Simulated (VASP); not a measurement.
# Se (P3_121) in VASP: single point with HSE06

Aim: the single point of Se with HSE06.

Everything below comes from runs of VASP 6.6.1. Logs are shortened: lines on timing, memory, paths and dates and some standing lists are left out, and cuts for length are marked.

**1. The cell of the first run**

Symmetry: P3_121, No. 152, trigonal system. Conventional cell: a = 4.775 Å, b = 4.775 Å, c = 4.891 Å, α = 90.00°, β = 90.00°, γ = 120.00°. Se (site symmetry 2) has 2 Se at 2.35 Å within 3.1 Å.

**2. Single point, HSE06**

The input, POSCAR:

```
Se
1.0
    4.7752863287      0.0000000000      0.0000000000
   -2.3876431643      4.1355192710      0.0000000000
    0.0000000000      0.0000000000      4.8906997087
Se
3
Direct
    0.2041635343      0.0000000000      0.8333333333
    0.0000000000      0.2041635343      0.1666666667
    0.7958364657      0.7958364657      0.5000000000
```

The input, INCAR.step1:

```
  PREC = Accurate
  ENCUT = 520
  EDIFF = 1E-5
  ISMEAR = 0
  SIGMA = 0.05
  LREAL = F
  LASPH = T
  NELM = 80
  ALGO = Normal
  ISIF = 2
  LWAVE = T
  LCHARG = F
  GGA = PE
  NBANDS = 16
```

The input, INCAR.step2:

```
  PREC = Accurate
  ENCUT = 520
  EDIFF = 1E-6
  ISMEAR = 0
  SIGMA = 0.05
  LREAL = F
  LASPH = T
  NELM = 80
  ALGO = Normal
  ISIF = 2
  LWAVE = F
  LCHARG = F
  GGA = PE
  LHFCALC = T
  HFSCREEN = 0.2079
  PRECFOCK = Normal
  ISTART = 1
  NBANDS = 16
```

The input, KPOINTS:

```
regular mesh
0
Gamma
  4 4 4
```

Potentials or basis: VASP PAW PBE potentials, release 64 (Se).

Run with:

```
$ cat potpaw_PBE.64/Se/POTCAR > POTCAR
$ cp INCAR.step1 INCAR
$ mpirun -np 1 vasp_std > vasp.out
$ cp INCAR.step2 INCAR
$ mpirun -np 1 vasp_std > vasp.out
```

OUTCAR:

```text
PREC = Accurate
   ENCUT = 520
   EDIFF = 1E-6
   ISMEAR = 0
   LREAL = F
   LASPH = T
   NELM = 80
   ISIF = 2
   GGA = PE
   LHFCALC = T
   HFSCREEN = 0.2079
   PRECFOCK = Normal
   ISTART = 1

 ion  position               nearest neighbor table
   1  0.204  0.000  0.833-   3 2.35   2 2.35
   2  0.000  0.204  0.167-   3 2.35   1 2.35
   3  0.796  0.796  0.500-   2 2.35   1 2.35

  LATTYP: Found a hexagonal cell.
 ALAT       =     4.7752863287
 C/A-ratio  =     1.0241688921

  Lattice vectors:

 A1 = (   4.7752863287,   0.0000000000,   0.0000000000)
 A2 = (  -2.3876431643,   4.1355192710,   0.0000000000)
 A3 = (   0.0000000000,   0.0000000000,   4.8906997087)

Analysis of symmetry for initial positions (statically):
=====================================================================
 Subroutine PRICEL returns:
 Original cell was already a primitive cell.

 Routine SETGRP: Setting up the symmetry group for a
 hexagonal supercell.

 Subroutine GETGRP returns: Found  6 space group operations
 (whereof  2 operations were pure point group operations)
 out of a pool of 24 trial point group operations.

The static configuration has the point symmetry C_2 .
 The point group associated with its full space group is D_3 .

Analysis of symmetry for dynamics (positions and initial velocities):
=====================================================================
 Subroutine PRICEL returns:
 Original cell was already a primitive cell.

 Routine SETGRP: Setting up the symmetry group for a
 hexagonal supercell.

 Subroutine GETGRP returns: Found  6 space group operations
 (whereof  2 operations were pure point group operations)
 out of a pool of 24 trial point group operations.

The dynamic configuration has the point symmetry C_2 .
 The point group associated with its full space group is D_3 .

 Subroutine INISYM returns: Found  6 space group operations
 (whereof  2 operations are pure point group operations),
 and found     1 'primitive' translations

----------------------------------------------------------------------------------------

                                     Primitive cell

  volume of cell :      96.5829

  direct lattice vectors                    reciprocal lattice vectors
     4.775286329  0.000000000  0.000000000     0.209411527  0.120903801  0.000000000
    -2.387643164  4.135519271  0.000000000     0.000000000  0.241807602  0.000000000
     0.000000000  0.000000000  4.890699709     0.000000000  0.000000000  0.204469720

  length of vectors
     4.775286329  4.775286329  4.890699709     0.241807602  0.241807602  0.204469720

  position of ions in fractional coordinates (direct lattice)
     0.204163534  0.000000000  0.833333333
     0.000000000  0.204163534  0.166666667
     0.795836466  0.795836466  0.500000000

  ion indices of the primitive-cell ions
   primitive index   ion index
                 1           1
                 2           2
                 3           3

----------------------------------------------------------------------------------------

 KPOINTS: regular mesh

Automatic generation of k-mesh.
 Grid dimensions read from file:
 generate k-points for:    4    4    4

 Generating k-lattice:

  Cartesian coordinates                     Fractional coordinates (reciprocal lattice)
     0.052352882  0.030225950  0.000000000     0.250000000  0.000000000  0.000000000
     0.000000000  0.060451901  0.000000000     0.000000000  0.250000000  0.000000000
     0.000000000  0.000000000  0.051117430     0.000000000  0.000000000  0.250000000

  Length of vectors
     0.060451901  0.060451901  0.051117430

  Shift w.r.t. Gamma in fractional coordinates (k-lattice)
     0.000000000  0.000000000  0.000000000

 Subroutine IBZKPT returns following result:
 ===========================================

 Found     13 irreducible k-points:

 Following reciprocal coordinates:
            Coordinates               Weight
  0.000000  0.000000  0.000000      1.000000
  0.250000  0.000000  0.000000      6.000000
  0.500000  0.000000  0.000000      3.000000
  0.250000  0.250000  0.000000      6.000000
  0.000000  0.000000  0.250000      2.000000
  0.250000  0.000000  0.250000      6.000000
  0.000000  0.250000  0.250000      6.000000
  0.500000  0.000000  0.250000      6.000000
  0.250000  0.250000  0.250000     12.000000
  0.000000  0.000000  0.500000      1.000000
  0.250000  0.000000  0.500000      6.000000
  0.500000  0.000000  0.500000      3.000000
  0.250000  0.250000  0.500000      6.000000
   k-points           NKPTS =     13   k-points in BZ     NKDIM =     64   number of bands    NBANDS=     16
   number of dos      NEDOS =    301   number of ions     NIONS =      3
   total plane-waves  NPLWV =  46656
   dimension x,y,z NGX =    36 NGY =   36 NGZ =   36
   dimension x,y,z NGXF=    72 NGYF=   72 NGZF=   72
   ions per type =               3
   NGX,Y,Z   is equivalent  to a cutoff of  12.53, 12.53, 12.24 a.u.
   NGXF,Y,Z  is equivalent  to a cutoff of  25.07, 25.07, 24.47 a.u.
 SYSTEM =  unknown system
   PREC   = accura    normal or accurate (medium, high low for compatibility)
   ISTART =      1    job   : 0-new  1-cont  2-samecut
   ICHARG =      0    charge: 1-file 2-atom 10-const
   ISPIN  =      1    spin polarized calculation?
   LNONCOLLINEAR =      F non collinear calculations
   LSORBIT =      F    spin-orbit coupling
   LASPH  =      T    aspherical Exc in radial PAW
   ENCUT  =  520.0 eV  38.22 Ry    6.18 a.u.   8.88  8.88  9.09*2*pi/ulx,y,z
   NELM   =     80;   NELMIN=  2; NELMDL=  0     # of ELM steps
   EDIFF  = 0.1E-05   stopping-criterion for ELM
   LREAL  =      F    real-space projection
   EDIFFG = 0.1E-04   stopping-criterion for IOM
   NSW    =      0    number of steps for IOM
   IBRION =     -1    ionic relax: 0-MD 1-quasi-New 2-CG
   NFREE  =      0    steps in history (QN), initial steepest desc. (CG)
   ISIF   =      2    stress and relaxation
   ISYM   =      3    0-nonsym 1-usesym 2-fastsym
   POTIM  = 0.5000    time-step for ionic-motion
   TEBEG  =    0.0;   TEEND  =   0.0 temperature during run
   PSTRESS=    0.0 pullay stress
   NELECT =      18.0000    total number of electrons
   NUPDOWN=      -1.0000    fix difference up-down
   EMIN   =  10.00;   EMAX   =-10.00  energy-range for DOS
   EFERMI =   0.00;   METHOD = LEGACY
   ISMEAR =     0;   SIGMA  =   0.05  broadening in eV -4-tet -1-fermi 0-gaus
   EFERMI_NEDOS =   21; number of points for ismear=-14 and -15
   IALGO  =     38    algorithm
   IMIX   =      1    mixing-type and parameters
     AMIX     =   0.40;   BMIX     =  1.00
     AMIX_MAG =   1.60;   BMIX_MAG =  1.00
  volume/ion in A,a.u.               =      32.19       217.26
  Fermi-wavevector in a.u.,A,eV,Ry     =   0.935116  1.767113 11.897506  0.874442
  Thomas-Fermi vector in A             =   2.061990
   LORBIT       =      0    0 simple, 1 ext, 2 COOP (PROOUT), +10 PAW based schemes
   GGA     = PE    functional components
   LHFCALC =     T    Hartree Fock is set to
   PRECFOCK=normal    Normal, Fast or Accurate (Low or Medium for compatibility)
   ENCUT4O =  -1.0   cutoff for four orbital integrals eV
   NKREDX  =     1    reduce k-point grid by
   NKREDY  =     1    reduce k-point grid by
   NKREDZ  =     1    reduce k-point grid by
   AEXX    =    0.2500 exact exchange contribution
   HFSCREEN=    0.2079 screening length (either q_TF or 0.3 A-1)
   HFSCREENC=   0.2079 screening length for correlation (either q_TF or 0.3 A-1)
   ENCUTFOCK=  -1.0 apply spherical cutoff to Coloumb kernel
   IVDW    =     0    specifies the selected vdW correction
   LEPSILON=     F    determine dielectric tensor
   LRPA    =     F    only Hartree local field effects (RPA)
 non-spin polarized calculation
 Gauss-broadening in eV      SIGMA  =   0.05
  energy-cutoff  :      520.00
  volume of cell :       96.58
 maximum number of plane-waves:      2622
 NGX is ok and might be reduce to    36
  NGX = 28; NGY = 28; NGZ = 28

 number of electron      18.0000002 magnetization

 Free energy of the ion-electron system (eV)
  ---------------------------------------------------
  ext. energy  EPLUGINS =         0.00000000
  ---------------------------------------------------
  free energy    TOTEN  =       -13.29925597 eV

  energy without entropy =      -13.29925597  energy(sigma->0) =      -13.29925597

 E-fermi :   0.8819     XC(G=0):  -6.6959

 val. band max:        0.6653313749   @ k =   0.5000   0.0000   0.5000
 cond. band min:       3.1483411148   @ k =   0.0000   0.0000   0.5000
 fundamental gap:      2.4830097399
 Fermi energy:         0.8819453850

 k-point     1 :       0.0000    0.0000    0.0000
  band No.  band energies     occupation
      1     -16.2544      2.00000
      2     -11.7909      2.00000
      3     -11.7909      2.00000
      4      -3.4898      2.00000
      5      -3.4898      2.00000
      6      -2.9313      2.00000
[... 8 lines left out ...]
     15       8.3593      0.00000
     16      10.1203      0.00000

 k-point     2 :       0.2500    0.0000    0.0000
  band No.  band energies     occupation
      1     -16.1462      2.00000
      2     -11.9335      2.00000
      3     -11.7944      2.00000
      4      -4.0366      2.00000
      5      -3.7539      2.00000
      6      -2.7313      2.00000
[... 8 lines left out ...]
     15       9.3314      0.00000
     16      10.4324      0.00000

 k-point     3 :       0.5000    0.0000    0.0000
  band No.  band energies     occupation
      1     -16.0287      2.00000
      2     -12.0927      2.00000
      3     -11.7978      2.00000
      4      -4.3001      2.00000
      5      -3.9428      2.00000
      6      -2.5356      2.00000
[... 8 lines left out ...]
     15      10.1834      0.00000
     16      10.5798      0.00000
[... 153 lines left out ...]
 k-point    12 :       0.5000    0.0000    0.5000
  band No.  band energies     occupation
      1     -14.8416      2.00000
      2     -14.7727      2.00000
      3     -10.1233      2.00000
      4      -5.1182      2.00000
      5      -3.8348      2.00000
      6      -3.6426      2.00000
[... 8 lines left out ...]
     15       9.9533      0.00000
     16      10.1197      0.00000

 k-point    13 :       0.2500    0.2500    0.5000
  band No.  band energies     occupation
      1     -14.8248      2.00000
      2     -14.7908      2.00000
      3     -10.1139      2.00000
      4      -5.0510      2.00000
      5      -3.9171      2.00000
      6      -3.8323      2.00000
[... 8 lines left out ...]
     15       9.7195      0.00000
     16      10.6842      0.00000

------------------------ aborting loop because EDIFF is reached ----------------------------------------

  FORCE on cell =-STRESS in cart. coord.  units (eV):
  Direction    XX          YY          ZZ          XY          YZ          ZX
  --------------------------------------------------------------------------------------
  -------------------------------------------------------------------------------------
  Total        0.0166971      0.0166971     -0.0895669      0.0000000      0.0000000      0.0000000
  in kB        0.2769811      0.2769811     -1.4857900      0.0000000      0.0000000      0.0000000
  external PRESSURE =      -0.3106092 kB  Pullay stress =       0.0000000 kB

 VOLUME and BASIS-vectors are now :
 -----------------------------------------------------------------------------
  energy-cutoff  :      520.00
  volume of cell :       96.58
      direct lattice vectors                 reciprocal lattice vectors
     4.775286329  0.000000000  0.000000000     0.209411527  0.120903801  0.000000000
    -2.387643164  4.135519271  0.000000000     0.000000000  0.241807602  0.000000000
     0.000000000  0.000000000  4.890699709     0.000000000  0.000000000  0.204469720

 POSITION                                       TOTAL-FORCE (eV/Angst)
 -----------------------------------------------------------------------------------
      0.97494      0.00000      4.07558        -0.033442     -0.000000     -0.000000
     -0.48747      0.84432      0.81512         0.016721     -0.028961      0.000000
      1.90017      3.29120      2.44535         0.016721      0.028961     -0.000000
 -----------------------------------------------------------------------------------
    total drift:                                0.000000      0.000000      0.000000

  FREE ENERGIE OF THE ION-ELECTRON SYSTEM (eV)
  ---------------------------------------------------
  free  energy   TOTEN  =       -13.2992559717 eV

  energy  without entropy=      -13.2992559717  energy(sigma->0) =      -13.29925597
```

Wall time 18 min (1 thread of Intel Xeon Platinum 8375C at 2.90GHz (Ice Lake), shared host); peak memory 0.32 GiB.

What came out:

| Property | Result |
| --- | --- |
| Free energy | -13.2993 eV |
| Pressure | 0.0 GPa |
| Largest force | 0.033 eV/Å |
| Band gap on the k mesh | 2.48 eV, indirect (least direct gap 2.68 eV) |

Forces in eV/Å, atoms in the order of the input:
```
Se  -0.033  0.000  0.000
Se   0.017 -0.029  0.000
Se   0.017  0.029  0.000
```

Stress tensor (GPa, compression positive):
```
 0.03  0.00  0.00
 0.00  0.03  0.00
 0.00  0.00 -0.15
```

Levels at points of the mesh, in eV from the valence-band top:
```tsv
k point	band 6	band 7	band 8	band 9	band 10	band 11	band 12	band 13
(0.00, 0.00, 0.00)	-3.60	-2.27	-2.27	-0.44	3.31	3.31	3.54	6.44
(0.50, 0.00, 0.00)	-3.20	-2.58	-2.03	-0.88	3.25	3.71	4.88	7.07
(0.00, 0.00, 0.50)	-3.72	-1.42	-1.42	-0.89	2.48	2.48	2.52	7.72
(0.50, 0.00, 0.50)	-4.31	-1.40	-0.94	0.00	2.68	3.50	4.23	7.37
```

Caveat: the PAW data sets were made with another functional, which shifts forces and pressure a little.
